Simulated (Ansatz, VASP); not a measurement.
**One calculation of Sb2TeO5, two programs**

```
Sb Te O
1.0
    -2.85993    2.85993    5.02624
     2.85993   -2.85993    5.02624
     2.85993    2.85993   -5.02624
Sb Te O
2 1 5
Direct
  0.16364 0.16364 0.00000
  0.83636 0.83636 0.00000
  0.50000 0.50000 0.00000
  0.75000 0.25000 0.50000
  0.25000 0.75000 0.50000
  0.50000 0.00000 0.50000
  0.00000 0.50000 0.50000
  0.00000 0.00000 0.00000
```

Alike in both runs: task relaxation of cell and atoms; functional PBE; k mesh 3 × 3 × 3; occupations gaussian, width 0.15 eV; no spin polarisation.

|  | VASP | Ansatz |
| --- | --- | --- |
| version | VASP 6.6.1 | Ansatz 0.2.0 |
| potentials or method | VASP PAW PBE potentials, release 64 (Sb, Te, O), cutoff 600 eV | scalar-relativistic, plane waves, PAW |
| valence electrons in the cell | 46 | 76 |

VASP gave:

* gap on the k mesh at the Fermi level, each at its own relaxed structure (eV): none
* relaxed volume (Å³/atom): 14.58
* relaxed length of the cell vector where the two differ most in proportion (Å): 6.707

Q: Estimate Ansatz's values.

A: gap on the k mesh at the Fermi level, each at its own relaxed structure (eV): none; relaxed volume (Å³/atom): 14.74; relaxed length of the cell vector where the two differ most in proportion (Å): 6.762.

A gap of «none» marks a metal or a gap that the smearing closes. VASP's potentials hold 46 valence electrons a cell and Ansatz's 76, so a difference there can come from the potentials and not from the codes.

The k mesh is coarse, so the values compare programs but aren't converged. Spin-orbit coupling is off throughout. Noted on VASP's run: the volume moved by over 15 % at a fixed basis, so the end points are rough.
